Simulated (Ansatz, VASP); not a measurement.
## One calculation of Si5S, two programs

```
Si S
1.0
     5.27591    0.00000    0.00000
    -2.63795    4.56907    0.00000
     0.00000    0.00000    4.76651
Si S
5 1
Direct
  0.66053 0.00000 0.00000
  0.00000 0.66053 0.00000
  0.33947 0.33947 0.00000
  0.33333 0.66667 0.50000
  0.66667 0.33333 0.50000
  0.00000 0.00000 0.50000
```

Change from the starting cell: species swapped into the Hf5Sc type (P-62m, No. 189).

Alike in both runs: task relaxation of cell and atoms; functional PBE; k mesh 6 × 6 × 4; occupations gaussian, width 0.1 eV; no spin polarisation.

```csv
,VASP,Ansatz
version,VASP 6.6.1,Ansatz 0.2.0
potentials or method,"VASP PAW PBE potentials, release 64 (Si, S), cutoff 600 eV","scalar-relativistic, plane waves, PAW"
valence electrons in the cell,26,26
```

```tsv
	VASP	Ansatz	Ansatz less VASP
gap on the k mesh at the Fermi level, each at its own relaxed structure (eV)	none	none	-
relaxed volume (Å³/atom)	15.06	15.06	+0.005
relaxed cell length with the largest relative difference (Å)	4.448	4.444	-0.0045
```

A gap of «none» marks a metal or a gap that the smearing closes.

Noted on VASP's run: the volume moved by over 15 % at a fixed basis, so the end points are rough.
